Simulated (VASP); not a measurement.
Si2F3, 10 atoms in the cell. The structure is trigonal, space group R-3c (No. 167). Conventional cell: a = 5.419 Å, b = 5.419 Å, c = 14.796 Å, α = 90.00°, β = 90.00°, γ = 120.00°. Within 2.8 Å of Si (site symmetry 3) lie 6 F at 2.11 to 2.25 Å. F (site symmetry 2) has 4 Si at 2.11 to 2.25 Å and 12 F at 2.87 to 3.26 Å within 3.3 Å. 

| Quantity | Value |
| --- | --- |
| Program | VASP 6.6.1 |
| Task | single point |
| Functional | PBE |
| Potentials or basis | VASP PAW PBE potentials, release 64 (Si, F) |
| Cutoff | 520 eV |
| k mesh | 6 × 6 × 6 |
| Occupations | gaussian, width 0.1 eV |
| Spin | no spin polarisation |
| Dipole correction | no |
| Further INCAR settings | ALGO = Normal; EDIFF = 1e-06; NBANDS = 40 |

Potentials or basis: VASP PAW PBE potentials, release 64 (Si, F).

Run with:

```console
$ cat potpaw_PBE.64/Si/POTCAR potpaw_PBE.64/F/POTCAR > POTCAR
$ mpirun -np 1 vasp_std > vasp.out
```

Hardware: 1 thread of Intel(R) Xeon(R) Platinum 8488C (Sapphire Rapids) (shared host).

Problem. Estimate the wall time of this run.

Solution. Wall time 3.9 min on 1 thread of Intel(R) Xeon(R) Platinum 8488C (Sapphire Rapids), with other jobs on the host, peak memory 0.36 GiB. Counts: scf iterations 13, k points 32.
